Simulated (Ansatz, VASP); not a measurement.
BaTe in VASP and in Ansatz

INCAR

```
SYSTEM = BaTe
  PREC = Accurate
  ENCUT = 520
  EDIFF = 1E-6
  ISMEAR = 0
  SIGMA = 0.05
  LREAL = .False.
  LASPH = .True.
  NELM = 100
  ALGO = Normal
  ISIF = 2
  LWAVE = .False.
  LCHARG = .False.
  NBANDS = 15
```

File KPOINTS:

```
Automatic mesh
0
Gamma
  6 6 6
  0 0 0
```

POSCAR

```
BaTe
1.0
    4.2624660000      0.0000000000      0.0000000000
    0.0000000000      4.2624660000      0.0000000000
    0.0000000000      0.0000000000      4.6354317750
Ba Te
1 1
Direct
    0.0000000000      0.0000000000      0.0000000000
    0.5000000000      0.5000000000      0.5000000000
```

Input for Ansatz:

```yaml
crystal:
  lattice:
    - [4.262466, 0.0, 0.0]
    - [0.0, 4.262466, 0.0]
    - [0.0, 0.0, 4.635431775]
  atoms:
    - { symbol: Ba, position: [0.0, 0.0, 0.0] }
    - { symbol: Te, position: [0.5, 0.5, 0.5] }
basis:
  ecutwfc: 420
kpoints:
  mp_grid: { grid: [6, 6, 6] }
hamiltonian:
  xc: lda
scf:
  occupations: { method: gaussian, width: 0.05 }
output:
  forces: true
  stress: true
  eigenvalues: true
```

Change from the starting cell: strain +0.0875 x Voigt [0, 0, 1, 0, 0, 0], atoms carried along.

Alike in both runs: task single point; functional LDA; k mesh 6 × 6 × 6; occupations gaussian, width 0.05 eV; no spin polarisation.

```csv
,VASP,Ansatz
version,VASP 6.6.1,Ansatz 0.2.0
potentials or method,"VASP PAW LDA potentials, release 64 (Ba_sv, Te), cutoff 520 eV","scalar-relativistic, plane waves, PAW"
valence electrons in the cell,16,26
```

```tsv
	VASP	Ansatz	Ansatz less VASP
gap on the k mesh at the Fermi level (eV)	0.42	0.50	+0.078
least direct gap on the mesh (eV)	0.53	0.61	+0.077
pressure (GPa)	-4.6	-5.0	-0.35
traceless stress, the component that is largest in VASP (GPa)	-3.59	-3.59	+0.002
```

LDA's correlation is that of Perdew and Zunger in VASP and of Perdew and Wang (1992) in Ansatz. VASP's potentials hold 16 valence electrons a cell and Ansatz's 26, so a difference there can come from the potentials and not from the codes.

Neither program's run includes spin-orbit coupling.
